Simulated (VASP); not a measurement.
# Nb2SiO2 (I4/mmm) in VASP: single point with PBE

Aim: the single point of Nb2SiO2 with PBE.

All numbers are computed with VASP 6.6.1; they aren't measurements. Logs are shortened: lines on timing, memory, paths and dates and some standing lists are left out, and cuts for length are marked.

### Step 1. The cell of the first run

The structure is tetragonal, space group I4/mmm (No. 139). The conventional cell has a = 3.451 Å, b = 3.451 Å, c = 10.743 Å, α = 90.00°, β = 90.00°, γ = 90.00°. Nb (site symmetry 4mm) has 4 O at 2.13 Å within 2.8 Å. Within 3.7 Å of Si (site symmetry 4/mmm) lie 8 Nb at 2.83 Å and 8 O at 3.19 Å and 4 Si at 3.45 Å. Within 2.8 Å of O (site symmetry -4m2) lie 4 Nb at 2.13 Å and 4 O at 2.44 Å.

### Step 2. Single point, PBE

INCAR reads:

```
SYSTEM = Nb2SiO2
  PREC = Accurate
  ENCUT = 520
  EDIFF = 1E-6
  ISMEAR = 0
  SIGMA = 0.1
  LREAL = .FALSE.
  LASPH = .TRUE.
  NELM = 100
  ALGO = Normal
  ISIF = 2
  LWAVE = .FALSE.
  LCHARG = .FALSE.
  GGA = PE
  NBANDS = 29
```

KPOINTS reads:

```
regular mesh
0
G
  12 12 12
  0 0 0
```

POSCAR reads:

```
Nb2SiO2
1.0
   -1.7256899114      1.7256899114      5.3713280736
    1.7256899114     -1.7256899114      5.3713280736
    1.7256899114      1.7256899114     -5.3713280736
Nb Si O
2 1 2
Direct
    0.3662652367      0.3662652367      0.0000000000
    0.6337347633      0.6337347633      0.0000000000
    0.0000000000      0.0000000000      0.0000000000
    0.7500000000      0.2500000000      0.5000000000
    0.2500000000      0.7500000000      0.5000000000
```

Potentials or basis: VASP PAW PBE potentials, release 64 (Nb_sv, Si, O).

Started as:

```console
$ cat potpaw_PBE.64/Nb_sv/POTCAR potpaw_PBE.64/Si/POTCAR potpaw_PBE.64/O/POTCAR > POTCAR
$ mpirun -np 1 vasp_std > vasp.out
```

OUTCAR:

```text
SYSTEM = Nb2SiO2
   PREC = Accurate
   ENCUT = 520
   EDIFF = 1E-6
   ISMEAR = 0
   LREAL = .FALSE.
   LASPH = .TRUE.
   NELM = 100
   ISIF = 2
   GGA = PE

 ion  position               nearest neighbor table
   1  0.366  0.366  0.000-   4 2.13   5 2.13   5 2.13   4 2.13   3 2.83   3 2.83   3 2.83   3 2.83
                             2 2.87
   2  0.634  0.634  0.000-   5 2.13   4 2.13   4 2.13   5 2.13   3 2.83   3 2.83   3 2.83   3 2.83
                             1 2.87
   3  0.000  0.000  0.000-   2 2.83   2 2.83   2 2.83   1 2.83   2 2.83   1 2.83   1 2.83   1 2.83

   4  0.750  0.250  0.500-   1 2.13   2 2.13   1 2.13   2 2.13
   5  0.250  0.750  0.500-   1 2.13   2 2.13   1 2.13   2 2.13

  LATTYP: Found a body centered tetragonal cell.
 ALAT       =     3.4513798228
 C/A-ratio  =     3.1125685085

  Lattice vectors:

 A1 = (  -1.7256899114,   1.7256899114,   5.3713280736)
 A2 = (   1.7256899114,  -1.7256899114,   5.3713280736)
 A3 = (   1.7256899114,   1.7256899114,  -5.3713280736)

Analysis of symmetry for initial positions (statically):
=====================================================================
 Subroutine PRICEL returns:
 Original cell was already a primitive cell.

 Routine SETGRP: Setting up the symmetry group for a
 body centered tetragonal supercell.

 Subroutine GETGRP returns: Found 16 space group operations
 (whereof 16 operations were pure point group operations)
 out of a pool of 16 trial point group operations.

The static configuration has the point symmetry D_4h.

Analysis of symmetry for dynamics (positions and initial velocities):
=====================================================================
 Subroutine PRICEL returns:
 Original cell was already a primitive cell.

 Routine SETGRP: Setting up the symmetry group for a
 body centered tetragonal supercell.

 Subroutine GETGRP returns: Found 16 space group operations
 (whereof 16 operations were pure point group operations)
 out of a pool of 16 trial point group operations.

The dynamic configuration has the point symmetry D_4h.

 Subroutine INISYM returns: Found 16 space group operations
 (whereof 16 operations are pure point group operations),
 and found     1 'primitive' translations

----------------------------------------------------------------------------------------

                                     Primitive cell

  volume of cell :      63.9834

  direct lattice vectors                    reciprocal lattice vectors
    -1.725689911  1.725689911  5.371328074     0.000000000  0.289739192  0.093086848
     1.725689911 -1.725689911  5.371328074     0.289739192  0.000000000  0.093086848
     1.725689911  1.725689911 -5.371328074     0.289739192  0.289739192  0.000000000

  length of vectors
     5.899760725  5.899760725  5.899760725     0.304325419  0.304325419  0.409753094

  position of ions in fractional coordinates (direct lattice)
     0.366265237  0.366265237  0.000000000
     0.633734763  0.633734763  0.000000000
     0.000000000  0.000000000  0.000000000
     0.750000000  0.250000000  0.500000000
     0.250000000  0.750000000  0.500000000

  ion indices of the primitive-cell ions
   primitive index   ion index
                 1           1
                 2           2
                 3           3
                 4           4
                 5           5

----------------------------------------------------------------------------------------

 KPOINTS: regular mesh

Automatic generation of k-mesh.
 Grid dimensions read from file:
 generate k-points for:   12   12   12

 Generating k-lattice:

  Cartesian coordinates                     Fractional coordinates (reciprocal lattice)
     0.000000000  0.024144933  0.007757237     0.083333333  0.000000000 -0.000000000
     0.024144933  0.000000000  0.007757237     0.000000000  0.083333333 -0.000000000
     0.024144933  0.024144933  0.000000000     0.000000000  0.000000000  0.083333333

  Length of vectors
     0.025360452  0.025360452  0.034146091

  Shift w.r.t. Gamma in fractional coordinates (k-lattice)
     0.000000000  0.000000000  0.000000000

 Subroutine IBZKPT returns following result:
 ===========================================

 Found    163 irreducible k-points:

 Following reciprocal coordinates:
            Coordinates               Weight
  0.000000  0.000000  0.000000      1.000000
  0.083333  0.000000  0.000000      8.000000
  0.166667  0.000000  0.000000      8.000000
  0.250000  0.000000 -0.000000      8.000000
  0.333333  0.000000  0.000000      8.000000
  0.416667  0.000000 -0.000000      8.000000
[... 16 lines left out ...]
  0.500000  0.166667  0.000000     16.000000
 -0.416667  0.166667  0.000000     16.000000
 [... further k-points ...]
   k-points           NKPTS =    163   k-points in BZ     NKDIM =    163   number of bands    NBANDS=     29
   number of dos      NEDOS =    301   number of ions     NIONS =      5
   total plane-waves  NPLWV = 110592
   dimension x,y,z NGX =    48 NGY =   48 NGZ =   48
   dimension x,y,z NGXF=    96 NGYF=   96 NGZF=   96
   ions per type =               2   1   2
   NGX,Y,Z   is equivalent  to a cutoff of  13.53, 13.53, 13.53 a.u.
   NGXF,Y,Z  is equivalent  to a cutoff of  27.05, 27.05, 27.05 a.u.
 SYSTEM =  Nb2SiO2
   PREC   = accura    normal or accurate (medium, high low for compatibility)
   ISTART =      0    job   : 0-new  1-cont  2-samecut
   ICHARG =      2    charge: 1-file 2-atom 10-const
   ISPIN  =      1    spin polarized calculation?
   LNONCOLLINEAR =      F non collinear calculations
   LSORBIT =      F    spin-orbit coupling
   LASPH  =      T    aspherical Exc in radial PAW
   ENCUT  =  520.0 eV  38.22 Ry    6.18 a.u.  10.97 10.97 10.97*2*pi/ulx,y,z
   NELM   =    100;   NELMIN=  2; NELMDL= -5     # of ELM steps
   EDIFF  = 0.1E-05   stopping-criterion for ELM
   LREAL  =      F    real-space projection
   EDIFFG = 0.1E-04   stopping-criterion for IOM
   NSW    =      0    number of steps for IOM
   IBRION =     -1    ionic relax: 0-MD 1-quasi-New 2-CG
   NFREE  =      0    steps in history (QN), initial steepest desc. (CG)
   ISIF   =      2    stress and relaxation
   ISYM   =      2    0-nonsym 1-usesym 2-fastsym
   POTIM  = 0.5000    time-step for ionic-motion
   TEBEG  =    0.0;   TEEND  =   0.0 temperature during run
   PSTRESS=    0.0 pullay stress
   NELECT =      42.0000    total number of electrons
   NUPDOWN=      -1.0000    fix difference up-down
   EMIN   =  10.00;   EMAX   =-10.00  energy-range for DOS
   EFERMI =   0.00;   METHOD = LEGACY
   ISMEAR =     0;   SIGMA  =   0.10  broadening in eV -4-tet -1-fermi 0-gaus
   EFERMI_NEDOS =   21; number of points for ismear=-14 and -15
   IALGO  =     38    algorithm
   IMIX   =      4    mixing-type and parameters
     AMIX     =   0.40;   BMIX     =  1.00
     AMIX_MAG =   1.60;   BMIX_MAG =  1.00
  volume/ion in A,a.u.               =      12.80        86.36
  Fermi-wavevector in a.u.,A,eV,Ry     =   1.422773  2.688651 27.542032  2.024282
  Thomas-Fermi vector in A             =   2.543441
   LORBIT       =      0    0 simple, 1 ext, 2 COOP (PROOUT), +10 PAW based schemes
   GGA     = PE    functional components
   LHFCALC =     F    Hartree Fock is set to
   AEXX    =    0.0000 exact exchange contribution
   IVDW    =     0    specifies the selected vdW correction
   LEPSILON=     F    determine dielectric tensor
   LRPA    =     F    only Hartree local field effects (RPA)
 non-spin polarized calculation
 Gauss-broadening in eV      SIGMA  =   0.10
  energy-cutoff  :      520.00
  volume of cell :       63.98
 maximum number of plane-waves:      1752
 NGX is ok and might be reduce to    48
   NGX = 21   NGY = 21   NGZ = 21

 number of electron      41.9999999 magnetization

 Free energy of the ion-electron system (eV)
  ---------------------------------------------------
  ext. energy  EPLUGINS =         0.00000000
  ---------------------------------------------------
  free energy    TOTEN  =       -43.09672572 eV

  energy without entropy =      -43.09136932  energy(sigma->0) =      -43.09404752

 E-fermi :  10.4329     XC(G=0): -12.1052

 val. band max:       10.4109232712   @ k =  -0.0833   0.5000   0.0833
 cond. band min:      10.4378269774   @ k =   0.5000   0.5000   0.4167
 fundamental gap:      0.0269037063
 Fermi energy:        10.4328542189

 k-point     1 :       0.0000    0.0000    0.0000
  band No.  band energies     occupation
      1     -45.5551      2.00000
      2     -45.4819      2.00000
      3     -21.8428      2.00000
      4     -21.6081      2.00000
      5     -21.6081      2.00000
      6     -21.5819      2.00000
[... 21 lines left out ...]
     28      14.3184      0.00000
     29      15.1055      0.00000

 k-point     2 :       0.0833    0.0000    0.0000
  band No.  band energies     occupation
      1     -45.5536      2.00000
      2     -45.4818      2.00000
      3     -21.8387      2.00000
      4     -21.6260      2.00000
      5     -21.6080      2.00000
      6     -21.5911      2.00000
[... 21 lines left out ...]
     28      14.3688      0.00000
     29      14.6249      0.00000

 k-point     3 :       0.1667    0.0000    0.0000
  band No.  band energies     occupation
      1     -45.5492      2.00000
      2     -45.4816      2.00000
      3     -21.8320      2.00000
      4     -21.6739      2.00000
      5     -21.6111      2.00000
      6     -21.6074      2.00000
[... 21 lines left out ...]
     28      14.4841      0.00000
     29      14.5321      0.00000

 k-point     4 :       0.2500    0.0000   -0.0000
  band No.  band energies     occupation
      1     -45.5430      2.00000
      2     -45.4815      2.00000
      3     -21.8376      2.00000
      4     -21.7385      2.00000
      5     -21.6211      2.00000
      6     -21.6060      2.00000
[... 597 lines left out ...]
     28      14.1654      0.00000
     29      14.8498      0.00000

 k-point    23 :       0.5000    0.1667    0.0000
  band No.  band energies     occupation
      1     -45.5263      2.00000
      2     -45.4793      2.00000
      3     -21.9011      2.00000
      4     -21.8596      2.00000
      5     -21.6488      2.00000
      6     -21.6047      2.00000
[... 21 lines left out ...]
     28      14.1789      0.00000
     29      14.9897      0.00000

 k-point    24 :      -0.4167    0.1667    0.0000
  band No.  band energies     occupation
      1     -45.5293      2.00000
      2     -45.4780      2.00000
      3     -21.8985      2.00000
      4     -21.8373      2.00000
      5     -21.6442      2.00000
      6     -21.6162      2.00000
[... 21 lines left out ...]
     28      14.3557      0.00000
     29      14.9746      0.00000

 [... further k-points ...]
[... 5 lines left out ...]
  --------------------------------------------------------------------------------------
  -------------------------------------------------------------------------------------
  Total       -0.0733923     -0.0733923     -0.1371389      0.0000000      0.0000000     -0.0000000
  in kB       -1.8377804     -1.8377804     -3.4340309      0.0000000      0.0000000     -0.0000000
  external PRESSURE =      -2.3698639 kB  Pullay stress =       0.0000000 kB

 VOLUME and BASIS-vectors are now :
 -----------------------------------------------------------------------------
  energy-cutoff  :      520.00
  volume of cell :       63.98
      direct lattice vectors                 reciprocal lattice vectors
    -1.725689911  1.725689911  5.371328074     0.000000000  0.289739192  0.093086848
     1.725689911 -1.725689911  5.371328074     0.289739192  0.000000000  0.093086848
     1.725689911  1.725689911 -5.371328074     0.289739192  0.289739192  0.000000000

 POSITION                                       TOTAL-FORCE (eV/Angst)
 -----------------------------------------------------------------------------------
      0.00000      0.00000      3.93466        -0.000000     -0.000000     -0.005879
      0.00000      0.00000      6.80799         0.000000      0.000000      0.005879
      0.00000      0.00000      0.00000        -0.000000     -0.000000     -0.000000
      0.00000      1.72569      2.68566        -0.000000     -0.000000     -0.000000
      1.72569      0.00000      2.68566        -0.000000     -0.000000     -0.000000
 -----------------------------------------------------------------------------------
    total drift:                                0.000000     -0.000000      0.000000

  FREE ENERGIE OF THE ION-ELECTRON SYSTEM (eV)
  ---------------------------------------------------
  free  energy   TOTEN  =       -43.0967257247 eV

  energy  without entropy=      -43.0913693155  energy(sigma->0) =      -43.09404752
```

Wall time 7.8 min (1 thread of Intel Xeon Platinum 8488C (Sapphire Rapids), shared host); peak memory 0.5 GiB.

What came out:

```
Free energy            : -43.0967 eV
Pressure               : -0.2 GPa
Largest force          : 0.006 eV/Å
Band gap on the k mesh : zero (band 21 reaches 10.49 eV, above the bottom of band 22 at 10.07 eV)
```

Forces on the atoms (eV/Å):
```
Nb   0.000  0.000 -0.006
Nb   0.000  0.000  0.006
Si   0.000  0.000  0.000
O    0.000  0.000  0.000
O    0.000  0.000  0.000
```
